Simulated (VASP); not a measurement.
A run of VASP 6.6.1:

The input POSCAR:

```
Sn
1.0
   -2.8674661978      2.8695283716      1.5452659121
    2.8695283716     -2.8674661978      1.5452659121
    2.8652983232      2.8652983232     -1.5414858349
Sn
2
Direct
    0.0000251474      0.9999748526      0.0000000000
    0.7499748526      0.2500251474      0.5000000000
```

The input INCAR.step1:

```
  ALGO = Normal
  EDIFF = 1E-4
  ENCUT = 520
  GGA = PE
  ISMEAR = -1
  LASPH = True
  LCHARG = False
  LREAL = False
  LUSENCCL = False
  LWAVE = True
  NBANDS = 21
  NELM = 100
  PREC = Accurate
  SIGMA = 0.1
```

The input INCAR.step2:

```
  ALGO = Normal
  EDIFF = 1E-6
  ENCUT = 520
  ISIF = 2
  ISMEAR = -1
  ISTART = 1
  LASPH = True
  LCHARG = False
  LMIXTAU = True
  LREAL = False
  LUSENCCL = False
  LWAVE = False
  METAGGA = R2SCAN
  NBANDS = 21
  NELM = 100
  PREC = Accurate
  SIGMA = 0.1
```

KPOINTS

```
k-points
0
Gamma
  18 18 12
```

Potentials or basis: VASP PAW PBE potentials, release 64 (Sn_d).

The run is started by

```console
$ cat potpaw_PBE.64/Sn_d/POTCAR > POTCAR
$ cp INCAR.step1 INCAR
$ mpirun -np 1 vasp_std > vasp.out
$ cp INCAR.step2 INCAR
$ mpirun -np 1 vasp_std > vasp.out
```

Hardware: 1 × NVIDIA H100 80GB with 1 thread of AMD EPYC 7R13 Processor (Zen 3) (shared host).

Q: How long does it take, and how much memory?

A: Wall time 47 min on 1 × NVIDIA H100 80GB with 1 thread of AMD EPYC 7R13 Processor (Zen 3), with other jobs on the host, peak memory 1.9 GiB. Counts: k points 1037.
